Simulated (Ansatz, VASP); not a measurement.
# One calculation of GaN, two programs

```
CELL_PARAMETERS angstrom
3.69049 0.00000 0.00000
0.00000 3.69049 0.00000
0.00000 0.00000 6.58283
ATOMIC_POSITIONS crystal
Ga 0.50000 0.50000 0.09818
Ga 0.00000 0.00000 0.54703
Ga 0.50000 0.50000 0.70355
N 0.00000 0.00000 0.25108
N 0.00000 0.50000 0.19750
N 0.50000 0.00000 0.19750
```

Alike in both runs: task single point; functional PBE; k mesh 6 × 6 × 4; occupations gaussian, width 0.1 eV; collinear spin.

```csv
,VASP,Ansatz
version,VASP 6.6.1,Ansatz 0.2.0
potentials or method,"VASP PAW PBE potentials, release 64 (Ga_d, N), cutoff 520 eV","scalar-relativistic, plane waves, PAW"
valence electrons in the cell,54,54
```

|  | VASP | Ansatz | Ansatz less VASP |
| --- | --- | --- | --- |
| gap on the k mesh at the Fermi level (eV) | none | none | - |
| pressure (GPa) | 0.2 | 0.1 | -0.05 |
| rms of the force components (eV/Å) | 0.010 | 0.007 | -0.0023 |
| net moment per atom (μB) | 0.02 | 0.02 | 0.000 |

Atom by atom the forces differ by 0.004 eV/Å (rms over components). A gap of «none» marks a metal or a gap that the smearing closes. The functional is the same, so the differences come from potentials, cutoffs and numerics. Ansatz's warnings: seeded moment not kept.
